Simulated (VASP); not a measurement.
# MoS2 (R-3m) in VASP: further runs

Runs on MoS2. Level: PBEsol. Tasks: relaxation of cell and atoms, single point.

All numbers are computed with VASP 6.6.1; they aren't measurements. Logs are shortened: lines on timing, memory, paths and dates and some standing lists are left out, and cuts for length are marked.

### Step 1. The cell of the first run

The structure is trigonal, space group R-3m (No. 166). The conventional cell has a = 3.128 Å, b = 3.128 Å, c = 18.262 Å, α = 90.00°, β = 90.00°, γ = 120.00°. Mo (site symmetry -3m) has 6 S at 2.41 Å and 6 Mo at 3.13 Å within 3.2 Å. S (site symmetry 3m) has 3 Mo at 2.41 Å and 6 S at 3.13 Å within 3.2 Å.

### Step 2. Relaxation of cell and atoms, PBEsol

Input file INCAR:

```
PREC = Accurate
ENCUT = 600
EDIFF = 1E-7
ISMEAR = 0
SIGMA = 0.1
LREAL = False
LASPH = True
NELM = 100
ALGO = Normal
ISIF = 3
LWAVE = False
LCHARG = False
GGA = PS
IBRION = 2
NSW = 100
EDIFFG = -0.005
```

Input file KPOINTS:

```
regular mesh
0
Gamma
  15 15 15
```

Input file POSCAR:

```
MoS2
1.0
    1.5638191060      0.9028713818      6.0874418254
   -1.5638191060      0.9028713818      6.0874418254
    0.0000000000     -1.8057427636      6.0874418254
Mo S
1 2
Direct
    0.0000000000      0.0000000000      0.0000000000
    0.7540244125      0.7540244125      0.7540244125
    0.2459755875      0.2459755875      0.2459755875
```

Potentials or basis: VASP PAW PBE potentials, release 64 (Mo_sv, S).

On the command line:

```sh
> cat potpaw_PBE.64/Mo_sv/POTCAR potpaw_PBE.64/S/POTCAR > POTCAR
> mpirun -np 1 vasp_std > vasp.out
```

OUTCAR:

```text
PREC = Accurate
   ENCUT = 600
   EDIFF = 1E-7
   ISMEAR = 0
   LREAL = False
   LASPH = True
   NELM = 100
   ISIF = 3
   GGA = PS
   IBRION = 2
   NSW = 100
   EDIFFG = -0.005

 ion  position               nearest neighbor table
   1  0.000  0.000  0.000-   2 2.41   3 2.41   2 2.41   2 2.41   3 2.41   3 2.41
   2  0.754  0.754  0.754-   1 2.41   1 2.41   1 2.41
   3  0.246  0.246  0.246-   1 2.41   1 2.41   1 2.41

  LATTYP: Found a trigonal (rhomboedric) cell.
 ALAT       =     6.3496184851
 COS(alpha) =     0.8786868829

  Lattice vectors:

 A1 = (   1.5638191060,   0.9028713818,   6.0874418254)
 A2 = (  -1.5638191060,   0.9028713818,   6.0874418254)
 A3 = (   0.0000000000,  -1.8057427636,   6.0874418254)

Analysis of symmetry for initial positions (statically):
=====================================================================
 Subroutine PRICEL returns:
 Original cell was already a primitive cell.

 Routine SETGRP: Setting up the symmetry group for a
 trigonal (rhombohedral) supercell.

 Subroutine GETGRP returns: Found 12 space group operations
 (whereof 12 operations were pure point group operations)
 out of a pool of 12 trial point group operations.

The static configuration has the point symmetry D_3d.

Analysis of symmetry for dynamics (positions and initial velocities):
=====================================================================
 Subroutine PRICEL returns:
 Original cell was already a primitive cell.

 Routine SETGRP: Setting up the symmetry group for a
 trigonal (rhombohedral) supercell.

 Subroutine GETGRP returns: Found 12 space group operations
 (whereof 12 operations were pure point group operations)
 out of a pool of 12 trial point group operations.

The dynamic configuration has the point symmetry D_3d.

 Subroutine INISYM returns: Found 12 space group operations
 (whereof 12 operations are pure point group operations),
 and found     1 'primitive' translations

----------------------------------------------------------------------------------------

                                     Primitive cell

  volume of cell :      51.5702

  direct lattice vectors                    reciprocal lattice vectors
     1.563819106  0.902871382  6.087441825     0.319730075  0.184596245  0.054757539
    -1.563819106  0.902871382  6.087441825    -0.319730075  0.184596245  0.054757539
     0.000000000 -1.805742764  6.087441825     0.000000000 -0.369192490  0.054757539

  length of vectors
     6.349618485  6.349618485  6.349618485     0.373231138  0.373231138  0.373231138

  position of ions in fractional coordinates (direct lattice)
     0.000000000  0.000000000  0.000000000
     0.754024413  0.754024413  0.754024413
     0.245975587  0.245975587  0.245975587

  ion indices of the primitive-cell ions
   primitive index   ion index
                 1           1
                 2           2
                 3           3

----------------------------------------------------------------------------------------

 KPOINTS: regular mesh

Automatic generation of k-mesh.
 Grid dimensions read from file:
 generate k-points for:   15   15   15

 Generating k-lattice:

  Cartesian coordinates                     Fractional coordinates (reciprocal lattice)
     0.021315338  0.012306416  0.003650503     0.066666667  0.000000000  0.000000000
    -0.021315338  0.012306416  0.003650503     0.000000000  0.066666667  0.000000000
     0.000000000 -0.024612833  0.003650503     0.000000000  0.000000000  0.066666667

  Length of vectors
     0.024882076  0.024882076  0.024882076

  Shift w.r.t. Gamma in fractional coordinates (k-lattice)
     0.000000000  0.000000000  0.000000000

 Subroutine IBZKPT returns following result:
 ===========================================

 Found    344 irreducible k-points:

 Following reciprocal coordinates:
            Coordinates               Weight
  0.000000  0.000000  0.000000      1.000000
  0.066667  0.000000  0.000000      6.000000
  0.133333  0.000000  0.000000      6.000000
  0.200000  0.000000  0.000000      6.000000
  0.266667  0.000000  0.000000      6.000000
  0.333333 -0.000000  0.000000      6.000000
[... 16 lines left out ...]
  0.133333  0.133333  0.000000      6.000000
  0.200000  0.133333  0.000000     12.000000
 [... further k-points ...]
   k-points           NKPTS =    344   k-points in BZ     NKDIM =    344   number of bands    NBANDS=     17
   number of dos      NEDOS =    301   number of ions     NIONS =      3
   total plane-waves  NPLWV = 157464
   dimension x,y,z NGX =    54 NGY =   54 NGZ =   54
   dimension x,y,z NGXF=   108 NGYF=  108 NGZF=  108
   ions per type =               1   2
   NGX,Y,Z   is equivalent  to a cutoff of  14.14, 14.14, 14.14 a.u.
   NGXF,Y,Z  is equivalent  to a cutoff of  28.28, 28.28, 28.28 a.u.
 SYSTEM =  unknown system
   PREC   = accura    normal or accurate (medium, high low for compatibility)
   ISTART =      0    job   : 0-new  1-cont  2-samecut
   ICHARG =      2    charge: 1-file 2-atom 10-const
   ISPIN  =      1    spin polarized calculation?
   LNONCOLLINEAR =      F non collinear calculations
   LSORBIT =      F    spin-orbit coupling
   LASPH  =      T    aspherical Exc in radial PAW
   ENCUT  =  600.0 eV  44.10 Ry    6.64 a.u.  12.68 12.68 12.68*2*pi/ulx,y,z
   NELM   =    100;   NELMIN=  2; NELMDL= -5     # of ELM steps
   EDIFF  = 0.1E-06   stopping-criterion for ELM
   LREAL  =      F    real-space projection
   EDIFFG = -.5E-02   stopping-criterion for IOM
   NSW    =    100    number of steps for IOM
   IBRION =      2    ionic relax: 0-MD 1-quasi-New 2-CG
   NFREE  =      1    steps in history (QN), initial steepest desc. (CG)
   ISIF   =      3    stress and relaxation
   ISYM   =      2    0-nonsym 1-usesym 2-fastsym
   POTIM  = 0.5000    time-step for ionic-motion
   TEBEG  =    0.0;   TEEND  =   0.0 temperature during run
   PSTRESS=    0.0 pullay stress
   NELECT =      26.0000    total number of electrons
   NUPDOWN=      -1.0000    fix difference up-down
   EMIN   =  10.00;   EMAX   =-10.00  energy-range for DOS
   EFERMI =   0.00;   METHOD = LEGACY
   ISMEAR =     0;   SIGMA  =   0.10  broadening in eV -4-tet -1-fermi 0-gaus
   EFERMI_NEDOS =   21; number of points for ismear=-14 and -15
   IALGO  =     38    algorithm
   IMIX   =      4    mixing-type and parameters
     AMIX     =   0.40;   BMIX     =  1.00
     AMIX_MAG =   1.60;   BMIX_MAG =  1.00
  volume/ion in A,a.u.               =      17.19       116.00
  Fermi-wavevector in a.u.,A,eV,Ry     =   1.302966  2.462249 23.098892  1.697721
  Thomas-Fermi vector in A             =   2.433999
   LORBIT       =      0    0 simple, 1 ext, 2 COOP (PROOUT), +10 PAW based schemes
   GGA     = PS    functional components
   LHFCALC =     F    Hartree Fock is set to
   AEXX    =    0.0000 exact exchange contribution
   IVDW    =     0    specifies the selected vdW correction
   LEPSILON=     F    determine dielectric tensor
   LRPA    =     F    only Hartree local field effects (RPA)
 conjugate gradient relaxation of ions
 non-spin polarized calculation
 Gauss-broadening in eV      SIGMA  =   0.10
  energy-cutoff  :      600.00
  volume of cell :       51.57
 maximum number of plane-waves:      1738
 NGX is ok and might be reduce to    54
   NGX = 25   NGY = 25   NGZ = 25

--------------------------------------- Ionic step        1  -------------------------------------------

 number of electron      26.0000001 magnetization

 Free energy of the ion-electron system (eV)
  ---------------------------------------------------
  ext. energy  EPLUGINS =         0.00000000
  ---------------------------------------------------
  free energy    TOTEN  =       -22.64596985 eV

  energy without entropy =      -22.64107466  energy(sigma->0) =      -22.64352225

------------------------ aborting loop because EDIFF is reached ----------------------------------------

  FORCE on cell =-STRESS in cart. coord.  units (eV):
  Direction    XX          YY          ZZ          XY          YZ          ZX
  --------------------------------------------------------------------------------------
  -------------------------------------------------------------------------------------
  Total       -0.0767242     -0.0767242      0.0799905      0.0000000     -0.0000000      0.0000000
  in kB       -2.3836622     -2.3836622      2.4851371      0.0000000     -0.0000000      0.0000000
  external PRESSURE =      -0.7607291 kB  Pullay stress =       0.0000000 kB
[... 281 lines left out ...]
  energy  without entropy=      -22.6416668247  energy(sigma->0) =      -22.64402379

--------------------------------------- Ionic step        9  -------------------------------------------

 number of electron      26.0000002 magnetization

 Free energy of the ion-electron system (eV)
  ---------------------------------------------------
  ext. energy  EPLUGINS =         0.00000000
  ---------------------------------------------------
  free energy    TOTEN  =       -22.64640571 eV

  energy without entropy =      -22.64171632  energy(sigma->0) =      -22.64406102

 E-fermi :   8.1632     XC(G=0): -11.2895

 val. band max:        8.1541359920   @ k =   0.4000   0.2667   0.0667
 cond. band min:       8.1810168220   @ k =   0.4667   0.2667   0.0000
 fundamental gap:      0.0268808300
 Fermi energy:         8.1631904205

 k-point     1 :       0.0000    0.0000    0.0000
  band No.  band energies     occupation
      1     -53.4492      2.00000
      2     -27.5939      2.00000
      3     -27.4116      2.00000
      4     -27.4116      2.00000
      5      -7.0876      2.00000
      6      -5.4419      2.00000
[... 9 lines left out ...]
     16      11.4081      0.00000
     17      11.4081      0.00000
[... 443 lines left out ...]
      1     -53.4357      2.00000
      2     -27.5687      2.00000
      3     -27.5367      2.00000
      4     -27.4431      2.00000
      5      -6.5491      2.00000
      6      -5.3482      2.00000
[... 9 lines left out ...]
     16      10.9595      0.00000
     17      11.1713      0.00000

 [... further k-points ...]
[... 5 lines left out ...]
  --------------------------------------------------------------------------------------
  -------------------------------------------------------------------------------------
  Total       -0.0059107     -0.0059107      0.0061898      0.0000000     -0.0000000      0.0000000
  in kB       -0.1846131     -0.1846131      0.1933304      0.0000000     -0.0000000      0.0000000
  external PRESSURE =      -0.0586319 kB  Pullay stress =       0.0000000 kB
[... 18 lines left out ...]
  FREE ENERGIE OF THE ION-ELECTRON SYSTEM (eV)
  ---------------------------------------------------
  free  energy   TOTEN  =       -22.6464057116 eV

  energy  without entropy=      -22.6417163204  energy(sigma->0) =      -22.64406102

 reached required accuracy - stopping structural energy minimisation
```

Run time: 1.9 h. Hardware: 1 thread of Intel Xeon Platinum 8259CL at 2.50GHz (Skylake/Cascade Lake), shared host; peak memory 0.71 GiB.

What came out:

```yaml
Free_energy: -22.6464 eV
Relaxed_volume: 17.10 Å³/atom
Relaxed_cell: a = 6.341 Å, b = 6.341 Å, c = 6.341 Å, α = 28.50°, β = 28.50°, γ = 28.50°
Space_group_after_relaxing_to_0.1_Å: R-3m (No. 166)
Energy_gained_by_relaxing: 0.1 meV/atom
Ionic_steps: 9
Pressure_after_relaxing: 0.0 GPa
Largest_force_after_relaxing: 0.003 eV/Å
Band_gap_on_the_k_mesh: zero (bands 13 and 14 overlap by 0.42 eV)
```

Forces on the atoms (eV/Å):
```
Mo   0.000  0.000  0.000
S    0.000  0.000  0.003
S    0.000  0.000 -0.003
```

The path:
```tsv
step	energy change (eV)	largest force (eV/Å)	pressure (GPa)	volume (Å³)
1	0.0000	0.0422	-0.08	51.57
2	-0.0003	0.0081	-0.15	51.51
3	-0.0003	0.0078	-0.18	51.48
4	-0.0003	0.0378	0.31	51.30
5	-0.0004	0.0091	0.00	51.41
6	-0.0004	0.0085	0.00	51.42
7	-0.0004	0.0080	0.00	51.40
8	-0.0004	0.0065	-0.01	51.37
9	-0.0004	0.0033	-0.01	51.30
```

Final structure:
```
Mo S
1.0
     1.56071    0.90107    6.07929
    -1.56071    0.90107    6.07929
     0.00000   -1.80215    6.07929
Mo S
1 2
Direct
  0.00000 0.00000 0.00000
  0.75443 0.75443 0.75443
  0.24557 0.24557 0.24557
```

Levels at points of the mesh, in eV from the Fermi level:
| k point | band 9 | band 10 | band 11 | band 12 | band 13 | band 14 | band 15 | band 16 | band 17 |
| --- | --- | --- | --- | --- | --- | --- | --- | --- | --- |
| (0.00, 0.00, 0.00) | -3.75 | -1.68 | -1.66 | -0.84 | -0.84 | 0.07 | 0.07 | 3.24 | 3.24 |

Caveat: the PAW data sets were made with another functional, which shifts forces and pressure a little.

### Step 3. Single point, PBEsol

This run uses another cell than the first one, of 17.11 Å³/atom.

Input file INCAR:

```
PREC     = Accurate       # precision mode
ENCUT    = 520            # plane-wave cutoff, eV
EDIFF    = 1E-6           # SCF threshold, eV
ISMEAR   = 0              # smearing method
SIGMA    = 0.1            # smearing width, eV
LREAL    = False          # projectors in reciprocal space
LASPH    = True           # aspherical terms in the spheres
NELM     = 60             # most SCF steps
ALGO     = Normal         # electronic algorithm
ISIF     = 2              # what is computed and relaxed
LWAVE    = False          # write WAVECAR
LCHARG   = True           # write CHGCAR
GGA      = PS             # functional
LELF     = True           # ELF
LVHAR    = True         
NBANDS   = 20             # bands
ISYM     = 0
```

Input file KPOINTS:

```
regular mesh
0
Gamma
  11 6 13
```

Input file POSCAR:

```
MoS2
1.0
    3.1204069007      0.0000000000      0.0000000000
   -1.5602034504      6.1523257965      0.0000000000
    1.5602034504      0.3956609073      2.6732296695
Mo S
1 2
Direct
    0.0000000000      0.0000000000      0.0000000000
    0.4912866991      0.7369300487      0.7543566504
    0.5087133009      0.2630699513      0.2456433496
```

Potentials or basis: VASP PAW PBE potentials, release 64 (Mo_sv, S).

On the command line:

```sh
> cat potpaw_PBE.64/Mo_sv/POTCAR potpaw_PBE.64/S/POTCAR > POTCAR
> mpirun -np 1 vasp_std > vasp.out
```

OUTCAR:

```text
PREC = Accurate
   ENCUT = 520
   EDIFF = 1E-6
   ISMEAR = 0
   LREAL = False
   LASPH = True
   NELM = 60
   ISIF = 2
   GGA = PS
   ISYM = 0

 ion  position               nearest neighbor table
   1  0.000  0.000  0.000-   3 2.41   2 2.41   3 2.41   2 2.41   3 2.41   2 2.41
   2  0.491  0.737  0.754-   1 2.41   1 2.41   1 2.41
   3  0.509  0.263  0.246-   1 2.41   1 2.41   1 2.41

IMPORTANT INFORMATION: All symmetrisations will be switched off!
NOSYMM: (Re-)initialisation of all symmetry stuff for point group C_1.

[... 724 lines left out ...]

 [... further k-points ...]
[... 5 lines left out ...]
  --------------------------------------------------------------------------------------
  -------------------------------------------------------------------------------------
  Total       -0.0110449     -0.0189468      0.0601099      0.0151789     -0.0306875      0.0064306
  in kB       -0.3448148     -0.5915068      1.8765902      0.4738741     -0.9580447      0.2007598
  external PRESSURE =       0.3134229 kB  Pullay stress =       0.0000000 kB

 VOLUME and BASIS-vectors are now :
 -----------------------------------------------------------------------------
  energy-cutoff  :      520.00
  volume of cell :       51.32
      direct lattice vectors                 reciprocal lattice vectors
     3.120406901  0.000000000  0.000000000     0.320471026  0.081270078 -0.199068340
    -1.560203450  6.152325797  0.000000000     0.000000000  0.162540157 -0.024057337
     1.560203450  0.395660907  2.673229669     0.000000000  0.000000000  0.374079344

 POSITION                                       TOTAL-FORCE (eV/Angst)
 -----------------------------------------------------------------------------------
      0.00000      0.00000      0.00000        -0.000000     -0.000000      0.000000
      1.56020      4.83230      2.01657        -0.000419      0.003132      0.006652
      1.56020      1.71568      0.65666         0.000419     -0.003132     -0.006652
 -----------------------------------------------------------------------------------
    total drift:                                0.000000     -0.000000     -0.000000

  FREE ENERGIE OF THE ION-ELECTRON SYSTEM (eV)
  ---------------------------------------------------
  free  energy   TOTEN  =       -22.6459845120 eV

  energy  without entropy=      -22.6418782603  energy(sigma->0) =      -22.64393139
```

Wall time 7.1 min (1 thread of Intel Xeon 8259CL, shared host); peak memory 0.48 GiB.

What came out:

```
Free energy            : -22.6460 eV
Pressure               : 0.0 GPa
Largest force          : 0.007 eV/Å
Band gap on the k mesh : zero (bands 13 and 14 overlap by 0.55 eV)
```

Forces in eV/Å, atoms in the order of the input:
```
Mo   0.000  0.000  0.000
S    0.000  0.003  0.007
S    0.000 -0.003 -0.007
```

Levels at points of the mesh, in eV from the Fermi level:
```csv
k point,band 9,band 10,band 11,band 12,band 13,band 14,band 15,band 16,band 17,band 18
"(0.00, 0.00, 0.00)",-3.73,-1.67,-1.65,-0.83,-0.83,0.09,0.09,3.26,3.26,6.36
"(0.00, 0.50, 0.00)",-3.71,-3.71,-0.81,-0.81,-0.25,-0.06,-0.06,3.42,3.42,6.39
```

Caveat: the PAW data sets were made with another functional, which shifts forces and pressure a little; this functional lacks dispersion, which binds the layers, so the pressure and a relaxed spacing across them are unreliable.

### Step 4. Single point, PBEsol

This run uses another cell than the first one, of 17.11 Å³/atom.

Input file INCAR:

```
PREC = Accurate
ENCUT = 520
EDIFF = 1E-7
ISMEAR = 1
SIGMA = 0.1
LREAL = F
LASPH = T
NELM = 80
ALGO = Normal
ISIF = 2
LWAVE = F
LCHARG = T
GGA = PS
LELF = T
LVHAR = T
NBANDS = 20
```

Input file KPOINTS:

```
regular mesh
0
Gamma
  18 18 18
```

Input file POSCAR:

```
MoS2
1.0
    1.5602034504      0.9007838821      6.0860250660
   -1.5602034504      0.9007838821      6.0860250660
    0.0000000000     -1.8015677641      6.0860250660
Mo S
1 2
Direct
    0.0000000000      0.0000000000      0.0000000000
    0.7543566504      0.7543566504      0.7543566504
    0.2456433496      0.2456433496      0.2456433496
```

On the command line:

```sh
> cat potpaw_PBE.64/Mo_sv/POTCAR potpaw_PBE.64/S/POTCAR > POTCAR
> mpirun -np 1 vasp_std > vasp.out
```

Run time: 36 min. Hardware: 1 thread of Intel Xeon 8259CL, shared host; peak memory 0.75 GiB.

The run converged. Its results:

| Property | Result |
| --- | --- |
| Free energy | -22.6444 eV |
| Pressure | 0.0 GPa |
| Largest force | 0.007 eV/Å |
| Band gap on the k mesh | zero (bands 13 and 14 overlap by 0.49 eV) |

Forces on the atoms (eV/Å):
```
Mo   0.000  0.000  0.000
S    0.000  0.000  0.007
S    0.000  0.000 -0.007
```

Stress tensor (GPa, compression positive):
```
-0.04  0.00  0.00
 0.00 -0.04  0.00
 0.00  0.00  0.05
```

Levels at points of the mesh, in eV from the Fermi level:
```tsv
k point	band 10	band 11	band 12	band 13	band 14	band 15	band 16	band 17
(0.00, 0.00, 0.00)	-1.69	-1.67	-0.84	-0.84	0.07	0.07	3.25	3.25
(0.50, 0.00, 0.00)	-4.05	-2.78	-2.13	-1.32	1.39	2.13	3.19	3.98
(0.50, 0.50, 0.00)	-3.95	-2.90	-2.52	-1.64	1.39	1.80	3.77	4.58
(0.50, 0.50, 0.50)	-3.72	-0.82	-0.82	-0.26	-0.08	-0.08	3.40	3.40
```

Caveat: the PAW data sets were made with another functional, which shifts forces and pressure a little.

### Step 5. The runs side by side

| task | cell | k mesh | cutoff (eV) | smearing | gap on the mesh (eV) | pressure (GPa) | largest force (eV/Å) |
| --- | --- | --- | --- | --- | --- | --- | --- |
| relaxation of cell and atoms | relaxed from a = 6.350 Å, angles 28.5°, 3 atoms, atomic positions A | 15 × 15 × 15 | 600 | gaussian 0.1 eV | none | 0.0 | - |
| single point | a = 3.120, b = 6.347 Å, angles 90.0, 60.0, 104.2°, 3 atoms, atomic positions B | 11 × 6 × 13 | 520 | gaussian 0.1 eV | none | 0.0 | 0.01 |
| single point | a = 6.347 Å, angles 28.5°, 3 atoms, atomic positions A | 18 × 18 × 18 | 520 | methfessel-paxton 0.1 eV | none | 0.0 | 0.01 |

Alike in all rows: level PBEsol; potentials or basis VASP PAW PBE potentials, release 64 (Mo_sv, S); no spin polarisation.

Caveats: the PAW data sets were made with another functional, which shifts forces and pressure a little; this functional lacks dispersion, which binds the layers, so the pressure and a relaxed spacing across them are unreliable (at least some runs).

Total energies depend on the potentials used, so only differences within one code and one set of settings carry meaning.
